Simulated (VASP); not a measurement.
# InGa2N3 (P6/mmm) in VASP: a series of runs

InGa2N3 is run at these levels: PBE; tasks: single point.

Program: VASP 6.6.1. These are calculated values, not measurements. Logs are shortened: lines on timing, memory, paths and dates and some standing lists are left out, and cuts for length are marked.

## Step 1: The cell of the first run

The structure is hexagonal, space group P6/mmm (No. 191). Conventional cell: a = 5.608 Å, b = 5.608 Å, c = 3.288 Å, α = 90.00°, β = 90.00°, γ = 120.00°. In (site symmetry 6/mmm) has 6 Ga at 3.24 Å and 12 N at 3.25 Å and 2 In at 3.29 Å within 4.3 Å. Within 3.0 Å of Ga (site symmetry -6m2) lie 6 N at 2.31 Å. Within 3.0 Å of N (site symmetry mmm) lie 4 Ga at 2.31 Å and 4 N at 2.80 Å.

The cell was generated, and may not be a known phase.

## Step 2: Single point, PBE

Contents of INCAR:

```
PREC     = Accurate       # precision mode
ENCUT    = 600            # plane-wave cutoff, eV
EDIFF    = 1E-6           # SCF threshold, eV
ISMEAR   = 0              # smearing method
SIGMA    = 0.1            # smearing width, eV
LREAL    = F              # projectors in reciprocal space
LASPH    = T              # aspherical terms in the spheres
NELM     = 120            # most SCF steps
ALGO     = Normal         # electronic algorithm
ISIF     = 2              # what is computed and relaxed
LWAVE    = F              # write WAVECAR
LCHARG   = F              # write CHGCAR
GGA      = PE             # functional
NBANDS   = 36             # bands
GGA_COMPAT= F
```

Contents of KPOINTS:

```
Automatic mesh
0
Gamma
  6 6 6
```

Contents of POSCAR:

```
InGa2N3
1.0
    5.6079568900      0.0000000000      0.0000000000
   -2.8039784400      4.8566331300      0.0000000000
    0.0000000000      0.0000000000      3.2876752000
In Ga N
1 2 3
Direct
    0.0000000000      0.0000000000      0.5000000000
    0.6666666700      0.3333333300      0.5000000000
    0.3333333300      0.6666666700      0.5000000000
    0.0000000000      0.5000000000      0.0000000000
    0.5000000000      0.5000000000      0.0000000000
    0.5000000000      0.0000000000      0.0000000000
```

Potentials or basis: VASP PAW PBE potentials, release 64 (In_d, Ga_d, N).

Launch:

```bash
> cat potpaw_PBE.64/In_d/POTCAR potpaw_PBE.64/Ga_d/POTCAR potpaw_PBE.64/N/POTCAR > POTCAR
> mpirun -np 1 vasp_std > vasp.out
```

OUTCAR:

```text
PREC = Accurate
   ENCUT = 600
   EDIFF = 1E-6
   ISMEAR = 0
   LREAL = F
   LASPH = T
   NELM = 120
   ISIF = 2
   GGA = PE

 ion  position               nearest neighbor table
   1  0.000  0.000  0.500-   2 3.24   3 3.24   3 3.24   2 3.24   2 3.24   3 3.24
   2  0.667  0.333  0.500-   6 2.31   6 2.31   4 2.31   4 2.31   5 2.31   5 2.31   1 3.24   1 3.24
                             1 3.24
   3  0.333  0.667  0.500-   6 2.31   6 2.31   4 2.31   4 2.31   5 2.31   5 2.31   1 3.24   1 3.24
                             1 3.24
   4  0.000  0.500  0.000-   2 2.31   3 2.31   2 2.31   3 2.31
   5  0.500  0.500  0.000-   2 2.31   3 2.31   2 2.31   3 2.31
   6  0.500  0.000  0.000-   2 2.31   3 2.31   2 2.31   3 2.31

  LATTYP: Found a hexagonal cell.
 ALAT       =     5.6079568900
 C/A-ratio  =     0.5862518676

  Lattice vectors:

 A1 = (   5.6079568900,   0.0000000000,   0.0000000000)
 A2 = (  -2.8039784400,   4.8566331300,   0.0000000000)
 A3 = (   0.0000000000,   0.0000000000,   3.2876752000)

Analysis of symmetry for initial positions (statically):
=====================================================================
 Subroutine PRICEL returns:
 Original cell was already a primitive cell.

 Routine SETGRP: Setting up the symmetry group for a
 hexagonal supercell.

 Subroutine GETGRP returns: Found 24 space group operations
 (whereof 24 operations were pure point group operations)
 out of a pool of 24 trial point group operations.

The static configuration has the point symmetry D_6h.

Analysis of symmetry for dynamics (positions and initial velocities):
=====================================================================
 Subroutine PRICEL returns:
 Original cell was already a primitive cell.

 Routine SETGRP: Setting up the symmetry group for a
 hexagonal supercell.

 Subroutine GETGRP returns: Found 24 space group operations
 (whereof 24 operations were pure point group operations)
 out of a pool of 24 trial point group operations.

The dynamic configuration has the point symmetry D_6h.

 Subroutine INISYM returns: Found 24 space group operations
 (whereof 24 operations are pure point group operations),
 and found     1 'primitive' translations

----------------------------------------------------------------------------------------

                                     Primitive cell

  volume of cell :      89.5424

  direct lattice vectors                    reciprocal lattice vectors
[... 100 lines left out ...]
   NFREE  =      0    steps in history (QN), initial steepest desc. (CG)
   ISIF   =      2    stress and relaxation
   ISYM   =      2    0-nonsym 1-usesym 2-fastsym
   POTIM  = 0.5000    time-step for ionic-motion
   TEBEG  =    0.0;   TEEND  =   0.0 temperature during run
   PSTRESS=    0.0 pullay stress
   NELECT =      54.0000    total number of electrons
   NUPDOWN=      -1.0000    fix difference up-down
   EMIN   =  10.00;   EMAX   =-10.00  energy-range for DOS
   EFERMI =   0.00;   METHOD = LEGACY
   ISMEAR =     0;   SIGMA  =   0.10  broadening in eV -4-tet -1-fermi 0-gaus
   EFERMI_NEDOS =   21; number of points for ismear=-14 and -15
   IALGO  =     38    algorithm
   IMIX   =      4    mixing-type and parameters
     AMIX     =   0.40;   BMIX     =  1.00
     AMIX_MAG =   1.60;   BMIX_MAG =  1.00
  volume/ion in A,a.u.               =      14.92       100.71
  Fermi-wavevector in a.u.,A,eV,Ry     =   1.383130  2.613737 26.028621  1.913050
  Thomas-Fermi vector in A             =   2.507757
   LORBIT       =      0    0 simple, 1 ext, 2 COOP (PROOUT), +10 PAW based schemes
   GGA     = PE    functional components
   LHFCALC =     F    Hartree Fock is set to
   AEXX    =    0.0000 exact exchange contribution
   IVDW    =     0    specifies the selected vdW correction
   LEPSILON=     F    determine dielectric tensor
   LRPA    =     F    only Hartree local field effects (RPA)
 non-spin polarized calculation
 Gauss-broadening in eV      SIGMA  =   0.10
  energy-cutoff  :      600.00
  volume of cell :       89.54
 maximum number of plane-waves:      3026
 NGX is ok and might be reduce to    48
   NGX = 23   NGY = 23   NGZ = 13

 number of electron      54.0000011 magnetization

 Free energy of the ion-electron system (eV)
  ---------------------------------------------------
  ext. energy  EPLUGINS =         0.00000000
  ---------------------------------------------------
  free energy    TOTEN  =       -26.50837012 eV

  energy without entropy =      -26.48345664  energy(sigma->0) =      -26.49591338

 E-fermi :   4.9462     XC(G=0): -10.8630

 val. band max:        4.9263825405   @ k =   0.1667  -0.0000   0.5000
 cond. band min:       4.9466814339   @ k =   0.3333   0.3333   0.1667
 fundamental gap:      0.0202988934
 Fermi energy:         4.9461748998

 k-point     1 :       0.0000    0.0000    0.0000
  band No.  band energies     occupation
      1     -10.1558      2.00000
      2      -9.7985      2.00000
      3      -9.7985      2.00000
      4      -9.6490      2.00000
      5      -9.6490      2.00000
      6      -9.6110      2.00000
[... 925 lines left out ...]
     35      12.4189      0.00000
     36      13.3812      0.00000

 [... further k-points ...]

------------------------ aborting loop because EDIFF is reached ----------------------------------------

  FORCE on cell =-STRESS in cart. coord.  units (eV):
  Direction    XX          YY          ZZ          XY          YZ          ZX
  --------------------------------------------------------------------------------------
  -------------------------------------------------------------------------------------
  Total       -3.1081874     -3.1081874    -17.3274565     -0.0000000     -0.0000000      0.0000000
  in kB      -55.6146119    -55.6146119   -310.0391439     -0.0000001     -0.0000000      0.0000000
  external PRESSURE =    -140.4227892 kB  Pullay stress =       0.0000000 kB

 VOLUME and BASIS-vectors are now :
 -----------------------------------------------------------------------------
  energy-cutoff  :      600.00
  volume of cell :       89.54
      direct lattice vectors                 reciprocal lattice vectors
     5.607956890  0.000000000  0.000000000     0.178318061  0.102951980  0.000000000
    -2.803978440  4.856633130  0.000000000     0.000000000  0.205903961  0.000000000
     0.000000000  0.000000000  3.287675200     0.000000000  0.000000000  0.304166300

 POSITION                                       TOTAL-FORCE (eV/Angst)
 -----------------------------------------------------------------------------------
      0.00000      0.00000      1.64384        -0.000000      0.000000      0.000000
      2.80398      1.61888      1.64384         0.000000      0.000000      0.000000
     -0.00000      3.23776      1.64384        -0.000000     -0.000000      0.000000
     -1.40199      2.42832      0.00000        -0.000000      0.000000      0.000000
      1.40199      2.42832      0.00000        -0.000000      0.000000      0.000000
      2.80398      0.00000      0.00000        -0.000000      0.000000      0.000000
 -----------------------------------------------------------------------------------
    total drift:                               -0.000000      0.000000      0.000000

  FREE ENERGIE OF THE ION-ELECTRON SYSTEM (eV)
  ---------------------------------------------------
  free  energy   TOTEN  =       -26.5083701158 eV

  energy  without entropy=      -26.4834566393  energy(sigma->0) =      -26.49591338
```

OSZICAR:

```text
N       E                     dE             d eps       ncg     rms          rms(c)
DAV:   1     0.556076964752E+03    0.55608E+03   -0.27894E+04  2128   0.263E+03
DAV:   2     0.633008135061E+02   -0.49278E+03   -0.47342E+03  2136   0.616E+02
DAV:   3    -0.242608321689E+02   -0.87562E+02   -0.84806E+02  2484   0.201E+02
DAV:   4    -0.306165948676E+02   -0.63558E+01   -0.62351E+01  2492   0.526E+01
DAV:   5    -0.308031304779E+02   -0.18654E+00   -0.18610E+00  2588   0.955E+00    0.126E+01
DAV:   6    -0.278556230875E+02    0.29475E+01   -0.63455E+01  3500   0.516E+01    0.912E+00
DAV:   7    -0.266023768267E+02    0.12532E+01   -0.46053E+00  2748   0.158E+01    0.316E+00
DAV:   8    -0.265285022563E+02    0.73875E-01   -0.68798E-01  2716   0.116E+01    0.144E+00
DAV:   9    -0.265086406459E+02    0.19862E-01   -0.85631E-02  3132   0.529E+00    0.447E-01
DAV:  10    -0.265083559723E+02    0.28467E-03   -0.21050E-02  2564   0.144E+00    0.185E-01
DAV:  11    -0.265083448447E+02    0.11128E-04   -0.30036E-03  2900   0.438E-01    0.903E-02
DAV:  12    -0.265083622781E+02   -0.17433E-04   -0.21849E-04  3172   0.143E-01    0.447E-02
DAV:  13    -0.265083764211E+02   -0.14143E-04   -0.95805E-05  2720   0.976E-02    0.182E-02
DAV:  14    -0.265083703948E+02    0.60262E-05   -0.15830E-05  2616   0.351E-02    0.546E-03
DAV:  15    -0.265083701158E+02    0.27903E-06   -0.28134E-06  1916   0.125E-02
   1 F= -.26508370E+02 E0= -.26495913E+02  d E =-.249135E-01
```

Run time: 91 s. Hardware: 1 thread of Oxide Virtual Turin-like, shared host; peak memory 0.27 GiB.

What came out:

```
Free energy            : -26.5084 eV
Pressure               : -14.0 GPa
Band gap on the k mesh : zero (bands 27 and 28 overlap by 0.94 eV)
```

Stress tensor (GPa, compression positive):
```
 -5.56   0.00   0.00
  0.00  -5.56   0.00
  0.00   0.00 -31.00
```

Caveat: the stress differs along the axes, from -31 to -6 GPa; spin-orbit coupling is left out, which moves the levels of the heavy elements.

## Step 3: Single point, PBE, collinear spin, ferromagnetic start

This run uses another cell than the first one, of 12.60 Å³/atom.

Contents of INCAR:

```
PREC = Accurate
ENCUT = 600
EDIFF = 1E-6
ISMEAR = 0
SIGMA = 0.1
LREAL = F
LASPH = T
NELM = 200
ALGO = Normal
ISIF = 2
LWAVE = F
LCHARG = F
ISPIN = 2
MAGMOM = 0 0 0 1 1 1
LORBIT = 11
GGA = PE
NBANDS = 40
GGA_COMPAT = F
```

KPOINTS is that of step 2.

Contents of POSCAR:

```
InGa2N3
1.0
    5.6008418146     -0.0000000029      0.0000000000
   -2.8004209048      4.8504712955      0.0000000000
    0.0000000000      0.0000000000      2.7831143209
In Ga N
1 2 3
Direct
    0.0000000000      0.0000000000      0.5000000000
    0.6666666667      0.3333333333      0.5000000000
    0.3333333333      0.6666666667      0.5000000000
    0.0000000000      0.5000000000      0.0000000000
    0.5000000000      0.5000000000      0.0000000000
    0.5000000000      0.0000000000      0.0000000000
```

Potentials or basis: VASP PAW PBE potentials, release 64 (In_d, Ga_d, N).

Launch:

```bash
> cat potpaw_PBE.64/In_d/POTCAR potpaw_PBE.64/Ga_d/POTCAR potpaw_PBE.64/N/POTCAR > POTCAR
> mpirun -np 1 vasp_std > vasp.out
```

OUTCAR:

```text
PREC = Accurate
   ENCUT = 600
   EDIFF = 1E-6
   ISMEAR = 0
   LREAL = F
   LASPH = T
   NELM = 200
   ISIF = 2
   ISPIN = 2
   LORBIT = 11
   GGA = PE

 ion  position               nearest neighbor table
   1  0.000  0.000  0.500-   2 3.23   3 3.23   2 3.23   3 3.23   2 3.23   3 3.23
   2  0.667  0.333  0.500-   4 2.13   4 2.13   6 2.13   6 2.13   5 2.13   5 2.13   1 3.23   1 3.23
                             1 3.23
   3  0.333  0.667  0.500-   4 2.13   4 2.13   6 2.13   6 2.13   5 2.13   5 2.13   1 3.23   1 3.23
                             1 3.23
   4  0.000  0.500  0.000-   2 2.13   3 2.13   2 2.13   3 2.13
   5  0.500  0.500  0.000-   2 2.13   3 2.13   2 2.13   3 2.13
   6  0.500  0.000  0.000-   2 2.13   3 2.13   2 2.13   3 2.13

  LATTYP: Found a hexagonal cell.
 ALAT       =     5.6008418146
 C/A-ratio  =     0.4969100026

  Lattice vectors:

 A1 = (   5.6008418146,  -0.0000000029,   0.0000000000)
 A2 = (  -2.8004209048,   4.8504712955,   0.0000000000)
 A3 = (   0.0000000000,   0.0000000000,   2.7831143209)

Analysis of symmetry for initial positions (statically):
=====================================================================
 Subroutine PRICEL returns:
 Original cell was already a primitive cell.

 Routine SETGRP: Setting up the symmetry group for a
 hexagonal supercell.

 Subroutine GETGRP returns: Found 24 space group operations
 (whereof 24 operations were pure point group operations)
 out of a pool of 24 trial point group operations.

The static configuration has the point symmetry D_6h.

Analysis of symmetry for dynamics (positions and initial velocities):
=====================================================================
 Subroutine PRICEL returns:
 Original cell was already a primitive cell.

 Routine SETGRP: Setting up the symmetry group for a
 hexagonal supercell.

 Subroutine GETGRP returns: Found 24 space group operations
 (whereof 24 operations were pure point group operations)
[... 183 lines left out ...]
  band No.  band energies     occupation
      1      -9.8345      1.00000
      2      -8.3950      1.00000
      3      -8.3950      1.00000
      4      -8.2831      1.00000
      5      -7.8908      1.00000
      6      -7.7531      1.00000
[... 997 lines left out ...]
     38      17.9359      0.00000
     39      18.6046      0.00000

 [... further k-points ...]

 spin component 2

 k-point     1 :       0.0000    0.0000    0.0000
  band No.  band energies     occupation
      1      -9.3842      1.00000
      2      -8.2576      1.00000
      3      -8.1849      1.00000
      4      -8.1849      1.00000
      5      -7.8888      1.00000
      6      -7.7404      1.00000
[... 997 lines left out ...]
     38      18.1875      0.00000
     39      18.6708      0.00000

 [... further k-points ...]

 [bands above 39 left out]

------------------------ aborting loop because EDIFF is reached ----------------------------------------

  FORCE on cell =-STRESS in cart. coord.  units (eV):
  Direction    XX          YY          ZZ          XY          YZ          ZX
  --------------------------------------------------------------------------------------
  -------------------------------------------------------------------------------------
  Total        0.1698073      0.1698073      0.3389328     -0.0000000      0.0000000      0.0000000
  in kB        3.5983116      3.5983116      7.1821736     -0.0000000      0.0000000      0.0000000
  external PRESSURE =       4.7929323 kB  Pullay stress =       0.0000000 kB

 VOLUME and BASIS-vectors are now :
 -----------------------------------------------------------------------------
  energy-cutoff  :      600.00
  volume of cell :       75.61
      direct lattice vectors                 reciprocal lattice vectors
     5.600841815 -0.000000003  0.000000000     0.178544589  0.103082766  0.000000000
    -2.800420905  4.850471296  0.000000000     0.000000000  0.206165533  0.000000000
     0.000000000  0.000000000  2.783114321     0.000000000  0.000000000  0.359309710

 POSITION                                       TOTAL-FORCE (eV/Angst)
 -----------------------------------------------------------------------------------
      0.00000      0.00000      1.39156        -0.000000     -0.000000      0.000000
      2.80042      1.61682      1.39156         0.000000     -0.000000      0.000000
      0.00000      3.23365      1.39156        -0.000000      0.000000      0.000000
     -1.40021      2.42524      0.00000        -0.000000     -0.000000      0.000000
      1.40021      2.42524      0.00000        -0.000000     -0.000000      0.000000
      2.80042     -0.00000      0.00000        -0.000000     -0.000000      0.000000
 -----------------------------------------------------------------------------------
    total drift:                               -0.000000      0.000000     -0.000000

  FREE ENERGIE OF THE ION-ELECTRON SYSTEM (eV)
  ---------------------------------------------------
  free  energy   TOTEN  =       -28.1284239707 eV

  energy  without entropy=      -28.1138133677  energy(sigma->0) =      -28.12111867

 total charge

# of ion       s       p       d       tot
------------------------------------------
    1        1.073   0.378   9.872  11.323
    2        0.726   0.693  10.144  11.563
    3        0.726   0.693  10.144  11.563
    4        1.294   2.278   0.000   3.571
    5        1.294   2.278   0.000   3.571
    6        1.294   2.278   0.000   3.571
--------------------------------------------------
tot          6.406   8.597  30.160  45.163

 magnetization (x)

# of ion       s       p       d       tot
------------------------------------------
    1        0.073  -0.033   0.003   0.042
    2       -0.013  -0.014   0.010  -0.017
    3       -0.013  -0.014   0.010  -0.017
    4        0.009   0.354   0.000   0.363
    5        0.009   0.354   0.000   0.363
    6        0.009   0.354   0.000   0.363
--------------------------------------------------
tot          0.072   1.000   0.023   1.096
```

OSZICAR:

```text
N       E                     dE             d eps       ncg     rms          rms(c)
DAV:   1     0.590569076917E+03    0.59057E+03   -0.26262E+04  5176   0.248E+03
DAV:   2     0.745154890070E+02   -0.51605E+03   -0.48026E+03  4544   0.638E+02
DAV:   3    -0.262701509242E+02   -0.10079E+03   -0.97062E+02  5056   0.202E+02
DAV:   4    -0.328929720371E+02   -0.66228E+01   -0.65547E+01  5624   0.542E+01
DAV:   5    -0.330996354722E+02   -0.20666E+00   -0.20643E+00  5680   0.101E+01    0.134E+01
DAV:   6    -0.284355915236E+02    0.46640E+01   -0.27873E+01  7568   0.483E+01    0.624E+00
DAV:   7    -0.281587124208E+02    0.27688E+00   -0.23616E+00  5640   0.148E+01    0.293E+00
DAV:   8    -0.281316255017E+02    0.27087E-01   -0.34344E-01  6296   0.537E+00    0.142E+00
DAV:   9    -0.281203542379E+02    0.11271E-01   -0.48133E-02  5944   0.219E+00    0.741E-01
DAV:  10    -0.281243822951E+02   -0.40281E-02   -0.11287E-02  7056   0.824E-01    0.351E-01
DAV:  11    -0.281282339961E+02   -0.38517E-02   -0.10888E-02  7192   0.806E-01    0.103E-01
DAV:  12    -0.281284370580E+02   -0.20306E-03   -0.18817E-03  5152   0.246E-01    0.774E-02
DAV:  13    -0.281284344782E+02    0.25798E-05   -0.85295E-05  6808   0.552E-02    0.408E-02
DAV:  14    -0.281284208923E+02    0.13586E-04   -0.47048E-05  5680   0.587E-02    0.377E-02
DAV:  15    -0.281284240044E+02   -0.31121E-05   -0.14686E-05  5648   0.317E-02    0.104E-02
DAV:  16    -0.281284239707E+02    0.33648E-07   -0.13245E-06  3440   0.102E-02
   1 F= -.28128424E+02 E0= -.28121119E+02  d E =-.146106E-01  mag=     1.4836
```

Run time: 2.9 min. Hardware: 1 thread of Oxide Virtual Turin-like, shared host; peak memory 0.34 GiB.

What came out:

| Quantity | Value |
| --- | --- |
| Free energy | -28.1284 eV |
| Pressure | 0.5 GPa |
| Net moment | 1.48 μB per cell |
| Site moments | In +0.04; Ga -0.02; N +0.36 μB |
| Valence electrons inside the program's atomic spheres | In 11.32; Ga 11.56; N 3.57 |

Stress tensor (GPa, compression positive):
```
0.36 0.00 0.00
0.00 0.36 0.00
0.00 0.00 0.72
```

Caveat: the k points lie up to 0.38 Å⁻¹ apart; a moment this small can come from the mesh or the smearing; spin-orbit coupling is left out, which moves the levels of the heavy elements.

(Continued in part 2 of 2.)

The gap in the log of VASP goes by the Fermi energy; the results here count the filled bands.